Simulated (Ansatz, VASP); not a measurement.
## Two plane-wave programs on AlN

```
Al N
1.0
     0.00000    2.18399    2.18399
     2.18399    0.00000    2.18399
     2.18399    2.18399    0.00000
Al N
1 1
Direct
  0.00000 0.00000 0.00000
  0.75000 0.75000 0.75000
```

Alike in both runs: task single point; functional PBE; k mesh 12 × 12 × 12; occupations gaussian, width 0.05 eV; no spin polarisation.

|  | VASP | Ansatz |
| --- | --- | --- |
| version | VASP 6.6.1 | Ansatz 0.2.0 |
| potentials or method | VASP PAW PBE potentials, release 64 (Al, N), cutoff 520 eV | scalar-relativistic, plane waves, PAW |
| valence electrons in the cell | 8 | 8 |

|  | VASP | Ansatz | Ansatz less VASP |
| --- | --- | --- | --- |
| gap on the k mesh at the Fermi level (eV) | 3.32 | 3.33 | +0.008 |
| pressure (GPa) | 4.6 | 4.9 | +0.28 |
